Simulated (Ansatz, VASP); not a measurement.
**CsRe: VASP beside Ansatz**

File INCAR:

```
PREC = Accurate
ENCUT = 600
EDIFF = 1E-7
ISMEAR = 0
SIGMA = 0.1
LREAL = F
LASPH = T
NELM = 120
ALGO = Normal
ISIF = 3
LWAVE = F
LCHARG = F
GGA = PE
IBRION = 2
NSW = 100
EDIFFG = -0.01
GGA_COMPAT = F
NELMIN = 4
```

Contents of KPOINTS:

```
regular mesh
0
Gamma
  16 16 16
```

Contents of POSCAR:

```
CsRe
1.0
    0.0000000000      3.1270353525      3.1270353525
    3.1270353525      0.0000000000      3.1270353525
    3.1270353525      3.1270353525      0.0000000000
Cs Re
1 1
Direct
    0.2500000000      0.2500000000      0.2500000000
    0.5000000000      0.5000000000      0.5000000000
```

Input for Ansatz:

```yaml
crystal:
  lattice:
    - [0.0, 3.1270353525, 3.1270353525]
    - [3.1270353525, 0.0, 3.1270353525]
    - [3.1270353525, 3.1270353525, 0.0]
  atoms:
    - { symbol: Cs, position: [0.25, 0.25, 0.25] }
    - { symbol: Re, position: [0.5, 0.5, 0.5] }
basis:
  ecutwfc: 420
kpoints:
  mp_grid: { grid: [16, 16, 16] }
hamiltonian:
  xc: pbe
scf:
  occupations: { method: gaussian, width: 0.1 }
output:
  forces: true
  stress: true
  eigenvalues: true
relax:
  adjacent_minimum: "off"
  f_tol: 0.01
  max_steps: 80
  cell: { stress_tol: 0.05 }
```

Change from the starting cell: species swapped into the ZnTe type (F-43m, No. 216).

Alike in both runs: task relaxation of cell and atoms; functional PBE; k mesh 16 × 16 × 16; occupations gaussian, width 0.1 eV; no spin polarisation.

```csv
,VASP,Ansatz
version,VASP 6.6.1,Ansatz 0.2.0
potentials or method,"VASP PAW PBE potentials, release 64 (Cs_sv, Re), cutoff 600 eV","scalar-relativistic, plane waves, PAW"
valence electrons in the cell,16,24
```

Ansatz gave:

| Quantity | Value |
| --- | --- |
| gap on the k mesh at the Fermi level, each at its own relaxed structure (eV) | none |
| relaxed volume (Å³/atom) | 30.58 |
| relaxed cell length with the largest relative difference (Å) | 4.422 |

**Question.** What did VASP give for the same quantities?

**Answer.** gap on the k mesh at the Fermi level, each at its own relaxed structure (eV): none; relaxed volume (Å³/atom): 33.82; relaxed cell length with the largest relative difference (Å): 4.574.

A gap of «none» marks a metal or a gap that the smearing closes. One of these differences is far larger than is usual between the two programs; its cause wasn't traced. VASP's potentials hold 16 valence electrons a cell and Ansatz's 24, so a difference there can come from the potentials and not from the codes.

Neither program's run includes spin-orbit coupling.
